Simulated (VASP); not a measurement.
# Au (Immm) in VASP: a series of runs

Au is run at these levels: PBEsol; tasks: single point.

Everything below comes from runs of VASP 6.6.1. Logs are shortened: lines on timing, memory, paths and dates and some standing lists are left out, and cuts for length are marked.

## (1) The cell of the first run

Symmetry: Immm, No. 71, orthorhombic system. Conventional cell: a = 2.820 Å, b = 2.935 Å, c = 4.070 Å, α = 90.00°, β = 90.00°, γ = 90.00°. Au (site symmetry mmm) has 12 Au at 2.82 to 2.94 Å within 3.7 Å.

## (2) Single point, PBEsol

INCAR reads:

```
ALGO = Normal
EDIFF = 1E-7
ENCUT = 520
GGA = PS
ISIF = 2
ISMEAR = -1
LASPH = T
LCHARG = F
LREAL = F
LWAVE = F
NBANDS = 12
NELM = 60
PREC = Accurate
SIGMA = 0.05
```

KPOINTS reads:

```
k-points
0
Gamma
  11 11 11
```

POSCAR reads:

```
Au
1.0
   -0.0407000000      2.0350000000      2.0350000000
    2.0350000000     -0.0407000000      2.0350000000
    1.9943000000      1.9943000000      0.0000000000
Au
1
Direct
    0.0000000000      0.0000000000      0.0000000000
```

Potentials or basis: VASP PAW PBE potentials, release 64 (Au).

Started as:

```sh
cat potpaw_PBE.64/Au/POTCAR > POTCAR
mpirun -np 1 vasp_std > vasp.out
```

OUTCAR:

```text
EDIFF = 1E-7
   ENCUT = 520
   GGA = PS
   ISIF = 2
   ISMEAR = -1
   LASPH = T
   LREAL = F
   NELM = 60
   PREC = Accurate

 ion  position               nearest neighbor table
   1  0.000  0.000  0.000-

  LATTYP: Found a body centered orthorhombic cell.
 ALAT       =     2.8203661074
 B/A-ratio  =     1.0408163265
 C/A-ratio  =     1.4430750636

  Lattice vectors:

 A1 = (   0.0407000000,  -2.0350000000,  -2.0350000000)
 A2 = (  -0.0407000000,   2.0350000000,  -2.0350000000)
 A3 = (   2.0350000000,  -0.0407000000,   2.0350000000)

Analysis of symmetry for initial positions (statically):
=====================================================================
 Subroutine PRICEL returns:
 Original cell was already a primitive cell.

 Routine SETGRP: Setting up the symmetry group for a
 body centered orthorhombic supercell.

 Subroutine GETGRP returns: Found  8 space group operations
 (whereof  8 operations were pure point group operations)
 out of a pool of  8 trial point group operations.

The static configuration has the point symmetry D_2h.

Analysis of symmetry for dynamics (positions and initial velocities):
=====================================================================
 Subroutine PRICEL returns:
 Original cell was already a primitive cell.

 Routine SETGRP: Setting up the symmetry group for a
 body centered orthorhombic supercell.

 Subroutine GETGRP returns: Found  8 space group operations
 (whereof  8 operations were pure point group operations)
 out of a pool of  8 trial point group operations.

The dynamic configuration has the point symmetry D_2h.

 Subroutine INISYM returns: Found  8 space group operations
 (whereof  8 operations are pure point group operations),
 and found     1 'primitive' translations

----------------------------------------------------------------------------------------

                                     Primitive cell

  volume of cell :      16.8480

  direct lattice vectors                    reciprocal lattice vectors
    -0.040700000  2.035000000  2.035000000    -0.240882594  0.240882594  0.245700246
     2.035000000 -0.040700000  2.035000000     0.240882594 -0.240882594  0.245700246
     1.994300000  1.994300000  0.000000000     0.250714536  0.250714536 -0.245700246

  length of vectors
     2.878212378  2.878212378  2.820366107     0.420020784  0.420020784  0.431374742

  position of ions in fractional coordinates (direct lattice)
     0.000000000  0.000000000  0.000000000

  ion indices of the primitive-cell ions
   primitive index   ion index
                 1           1

----------------------------------------------------------------------------------------

 KPOINTS: k-points

Automatic generation of k-mesh.
 Grid dimensions read from file:
 generate k-points for:   11   11   11

 Generating k-lattice:

  Cartesian coordinates                     Fractional coordinates (reciprocal lattice)
    -0.021898418  0.021898418  0.022336386     0.090909091  0.000000000  0.000000000
     0.021898418 -0.021898418  0.022336386     0.000000000  0.090909091  0.000000000
     0.022792231  0.022792231 -0.022336386     0.000000000  0.000000000  0.090909091

  Length of vectors
     0.038183708  0.038183708  0.039215886

  Shift w.r.t. Gamma in fractional coordinates (k-lattice)
     0.000000000  0.000000000  0.000000000

 Subroutine IBZKPT returns following result:
 ===========================================

 Found    216 irreducible k-points:

 Following reciprocal coordinates:
            Coordinates               Weight
  0.000000  0.000000  0.000000      1.000000
  0.090909  0.000000  0.000000      4.000000
  0.181818  0.000000  0.000000      4.000000
  0.272727  0.000000  0.000000      4.000000
  0.363636  0.000000  0.000000      4.000000
  0.454545  0.000000  0.000000      4.000000
[... 16 lines left out ...]
 -0.272727  0.181818  0.000000      4.000000
 -0.181818  0.181818  0.000000      2.000000
 [... further k-points ...]
   k-points           NKPTS =    216   k-points in BZ     NKDIM =    216   number of bands    NBANDS=     12
   number of dos      NEDOS =    301   number of ions     NIONS =      1
   total plane-waves  NPLWV =  13824
   dimension x,y,z NGX =    24 NGY =   24 NGZ =   24
   dimension x,y,z NGXF=    48 NGYF=   48 NGZF=   48
   ions per type =               1
   NGX,Y,Z   is equivalent  to a cutoff of  13.86, 13.86, 14.15 a.u.
   NGXF,Y,Z  is equivalent  to a cutoff of  27.72, 27.72, 28.29 a.u.
 SYSTEM =  unknown system
   PREC   = accura    normal or accurate (medium, high low for compatibility)
   ISTART =      0    job   : 0-new  1-cont  2-samecut
   ICHARG =      2    charge: 1-file 2-atom 10-const
   ISPIN  =      1    spin polarized calculation?
   LNONCOLLINEAR =      F non collinear calculations
   LSORBIT =      F    spin-orbit coupling
   LASPH  =      T    aspherical Exc in radial PAW
   ENCUT  =  520.0 eV  38.22 Ry    6.18 a.u.   5.35  5.35  5.24*2*pi/ulx,y,z
   NELM   =     60;   NELMIN=  2; NELMDL= -5     # of ELM steps
   EDIFF  = 0.1E-06   stopping-criterion for ELM
   LREAL  =      F    real-space projection
   EDIFFG = 0.1E-05   stopping-criterion for IOM
   NSW    =      0    number of steps for IOM
   IBRION =     -1    ionic relax: 0-MD 1-quasi-New 2-CG
   NFREE  =      0    steps in history (QN), initial steepest desc. (CG)
   ISIF   =      2    stress and relaxation
   ISYM   =      2    0-nonsym 1-usesym 2-fastsym
   POTIM  = 0.5000    time-step for ionic-motion
   TEBEG  =    0.0;   TEEND  =   0.0 temperature during run
   PSTRESS=    0.0 pullay stress
   NELECT =      11.0000    total number of electrons
   NUPDOWN=      -1.0000    fix difference up-down
   EMIN   =  10.00;   EMAX   =-10.00  energy-range for DOS
[... 5 lines left out ...]
     AMIX     =   0.40;   BMIX     =  1.00
     AMIX_MAG =   1.60;   BMIX_MAG =  1.00
  volume/ion in A,a.u.               =      16.85       113.70
  Fermi-wavevector in a.u.,A,eV,Ry     =   1.420221  2.683828 27.443324  2.017027
  Thomas-Fermi vector in A             =   2.541159
   LORBIT       =      0    0 simple, 1 ext, 2 COOP (PROOUT), +10 PAW based schemes
   GGA     = PS    functional components
   LHFCALC =     F    Hartree Fock is set to
   AEXX    =    0.0000 exact exchange contribution
   IVDW    =     0    specifies the selected vdW correction
   LEPSILON=     F    determine dielectric tensor
   LRPA    =     F    only Hartree local field effects (RPA)
 non-spin polarized calculation
  energy-cutoff  :      520.00
  volume of cell :       16.85
 maximum number of plane-waves:       469
 NGX is ok and might be reduce to    24

 number of electron      11.0000001 magnetization

 Free energy of the ion-electron system (eV)
  ---------------------------------------------------
  ext. energy  EPLUGINS =         0.00000000
  ---------------------------------------------------
  free energy    TOTEN  =        -3.92715695 eV

  energy without entropy =       -3.92521262  energy(sigma->0) =       -3.92618478

 E-fermi :   9.4615     XC(G=0): -12.9513

 val. band max:        9.4334992459   @ k =   0.2727   0.0000   0.4545
 cond. band min:       9.4969185445   @ k =  -0.2727   0.2727   0.0000
 fundamental gap:      0.0634192986
 Fermi energy:         9.4615217215

 k-point     1 :       0.0000    0.0000    0.0000
  band No.  band energies     occupation
      1      -0.5737      2.00000
      2       4.5430      2.00000
      3       4.6881      2.00000
      4       4.9246      2.00000
      5       6.3004      2.00000
      6       6.3085      2.00000
      7      23.9172      0.00000
      8      27.3727      0.00000
      9      28.0567      0.00000
     10      28.6817      0.00000
     11      32.8978      0.00000
     12      37.1723      0.00000

 k-point     2 :       0.0909    0.0000    0.0000
  band No.  band energies     occupation
      1      -0.2953      2.00000
      2       4.5021      2.00000
      3       4.7229      2.00000
      4       5.0151      2.00000
      5       6.2742      2.00000
      6       6.2800      2.00000
      7      24.1648      0.00000
      8      26.0514      0.00000
      9      28.2283      0.00000
     10      29.0110      0.00000
     11      33.7335      0.00000
     12      35.3216      0.00000

 k-point     3 :       0.1818    0.0000    0.0000
  band No.  band energies     occupation
      1       0.4673      2.00000
      2       4.4014      2.00000
      3       4.8280      2.00000
      4       5.1713      2.00000
      5       6.3019      2.00000
      6       6.3154      2.00000
      7      22.7466      0.00000
      8      25.1357      0.00000
      9      29.0910      0.00000
     10      29.8253      0.00000
     11      31.6253      0.00000
     12      33.4787      0.00000
[... 286 lines left out ...]
 k-point    23 :      -0.2727    0.1818    0.0000
  band No.  band energies     occupation
      1       2.6347      2.00000
      2       4.2945      2.00000
      3       4.6108      2.00000
      4       5.6008      2.00000
      5       6.3906      2.00000
      6       8.3043      2.00000
      7      17.7206      0.00000
      8      21.5336      0.00000
      9      26.2563      0.00000
     10      29.3303      0.00000
     11      30.8384      0.00000
     12      35.4723      0.00000

 k-point    24 :      -0.1818    0.1818    0.0000
  band No.  band energies     occupation
      1       1.9060      2.00000
      2       4.0857      2.00000
      3       4.7412      2.00000
      4       5.7531      2.00000
      5       5.8241      2.00000
      6       7.4268      2.00000
      7      20.5359      0.00000
      8      22.5280      0.00000
      9      27.4134      0.00000
     10      28.9094      0.00000
     11      31.7275      0.00000
     12      34.6487      0.00000

 [... further k-points ...]

------------------------ aborting loop because EDIFF is reached ----------------------------------------

  FORCE on cell =-STRESS in cart. coord.  units (eV):
  Direction    XX          YY          ZZ          XY          YZ          ZX
  --------------------------------------------------------------------------------------
  -------------------------------------------------------------------------------------
  Total        0.1926948      0.1926948      0.1342046      0.2479314      0.0000000      0.0000000
  in kB       18.3244551     18.3244551     12.7622884     23.5772246      0.0000000      0.0000000
  external PRESSURE =      16.4703995 kB  Pullay stress =       0.0000000 kB

 VOLUME and BASIS-vectors are now :
 -----------------------------------------------------------------------------
  energy-cutoff  :      520.00
  volume of cell :       16.85
      direct lattice vectors                 reciprocal lattice vectors
    -0.040700000  2.035000000  2.035000000    -0.240882594  0.240882594  0.245700246
     2.035000000 -0.040700000  2.035000000     0.240882594 -0.240882594  0.245700246
     1.994300000  1.994300000  0.000000000     0.250714536  0.250714536 -0.245700246

 POSITION                                       TOTAL-FORCE (eV/Angst)
 -----------------------------------------------------------------------------------
      0.00000      0.00000      0.00000         0.000000     -0.000000      0.000000
 -----------------------------------------------------------------------------------
    total drift:                               -0.000000      0.000000     -0.000000

  FREE ENERGIE OF THE ION-ELECTRON SYSTEM (eV)
  ---------------------------------------------------
  free  energy   TOTEN  =        -3.9271569472 eV

  energy  without entropy=       -3.9252126213  energy(sigma->0) =       -3.92618478
```

It took 30 s on 1 thread of Intel Xeon 8259CL, shared host; peak memory 0.17 GiB.

What came out:

```
Free energy : -3.9272 eV
Pressure    : 1.6 GPa
```

Stress tensor (GPa, compression positive):
```
1.83 2.36 0.00
2.36 1.83 0.00
0.00 0.00 1.28
```

Caveat: the PAW data sets were made with another functional, which shifts forces and pressure a little; spin-orbit coupling is left out, which moves the levels of the heavy elements.

## (3) Single point, PBEsol

INCAR reads:

```
SYSTEM = Au
PREC = Accurate
ENCUT = 520
EDIFF = 1E-6
ISMEAR = -1
SIGMA = 0.05
LREAL = .False.
LASPH = .True.
NELM = 80
ALGO = Fast
ISIF = 2
LWAVE = .False.
LCHARG = .True.
GGA = PS
LELF = .True.
LVHAR = .True.
NBANDS = 12
```

KPOINTS reads:

```
regular mesh
0
Gamma
  11 11 11
  0 0 0
```

POSCAR reads:

```
Au
1.0
   -0.0203500000      2.0350000000      2.0350000000
    2.0350000000     -0.0203500000      2.0350000000
    2.0146500000      2.0146500000      0.0000000000
Au
1
Direct
    0.0000000000      0.0000000000      0.0000000000
```

Potentials or basis: VASP PAW PBE potentials, release 64 (Au).

Started as:

```sh
cat potpaw_PBE.64/Au/POTCAR > POTCAR
mpirun -np 1 vasp_std > vasp.out
```

Run time: 37 s. Hardware: 1 thread of Intel Xeon 8259CL, shared host; peak memory 0.17 GiB.

It converged, with:

* Free energy: -3.9310 eV
* Pressure: 1.5 GPa

Stress tensor (GPa, compression positive):
```
1.52 1.24 0.00
1.24 1.52 0.00
0.00 0.00 1.39
```

Levels at points of the mesh, in eV from the Fermi level:
| k point | band 2 | band 3 | band 4 | band 5 | band 6 | band 7 | band 8 | band 9 | band 10 | band 11 |
| --- | --- | --- | --- | --- | --- | --- | --- | --- | --- | --- |
| (0.00, 0.00, 0.00) | -4.83 | -4.74 | -4.64 | -3.17 | -3.17 | 14.48 | 18.22 | 18.56 | 18.88 | 23.45 |

Caveat: the PAW data sets were made with another functional, which shifts forces and pressure a little; spin-orbit coupling is left out, which moves the levels of the heavy elements.

## (4) Single point, PBEsol

This run uses another cell than the first one, of the same volume but with other edges.

INCAR reads:

```
  PREC = Accurate
  ENCUT = 520
  EDIFF = 1E-7
  ISMEAR = -1
  SIGMA = 0.05
  LREAL = False
  LASPH = True
  NELM = 80
  ALGO = Fast
  ISIF = 2
  LWAVE = False
  LCHARG = True
  GGA = PS
  LELF = True
  LVHAR = True
  NBANDS = 12
```

KPOINTS reads:

```
Automatic mesh
0
Gamma
  11 11 11
```

POSCAR reads:

```
Au
1.0
    0.0203500000      2.0350000000      2.0350000000
    2.0350000000      0.0203500000      2.0350000000
    2.0553500000      2.0553500000      0.0000000000
Au
1
Direct
    0.0000000000      0.0000000000      0.0000000000
```

Started as:

```sh
cat potpaw_PBE.64/Au/POTCAR > POTCAR
mpirun -np 1 vasp_std > vasp.out
```

Run time: 45 s. Hardware: 1 thread of Intel Xeon 8259CL, shared host; peak memory 0.17 GiB.

Results (log left out):

| Item | Value |
| --- | --- |
| Free energy | -3.9310 eV |
| Pressure | 1.5 GPa |

Stress tensor (GPa, compression positive):
```
 1.50 -1.24  0.00
-1.24  1.50  0.00
 0.00  0.00  1.37
```

Levels at points of the mesh, in eV from the Fermi level:
| k point | band 4 | band 5 | band 6 | band 7 | band 8 | band 9 |
| --- | --- | --- | --- | --- | --- | --- |
| (0.00, 0.00, 0.00) | -4.64 | -3.17 | -3.17 | 14.48 | 18.22 | 18.56 |

Caveat: the PAW data sets were made with another functional, which shifts forces and pressure a little; spin-orbit coupling is left out, which moves the levels of the heavy elements.

## (5) Overview

| cell | gap on the mesh (eV) | pressure (GPa) |
| --- | --- | --- |
| a = 2.878, b = 2.878, c = 2.820 Å, angles 60.7, 60.7, 61.3°, 1 atom | none | 1.6 |
| a = 2.878, b = 2.878, c = 2.849 Å, angles 60.3, 60.3, 60.7°, 1 atom | none | 1.5 |
| a = 2.878, b = 2.878, c = 2.907 Å, angles 59.7, 59.7, 59.3°, 1 atom | none | 1.5 |

Alike in all rows: task single point; level PBEsol; potentials or basis VASP PAW PBE potentials, release 64 (Au); no spin polarisation; k mesh 11 × 11 × 11; cutoff (eV) 520; smearing fermi-dirac 0.05 eV.

Caveats: the PAW data sets were made with another functional, which shifts forces and pressure a little; spin-orbit coupling is left out, which moves the levels of the heavy elements.

Total energies depend on the potentials used, so only differences within one code and one set of settings carry meaning.
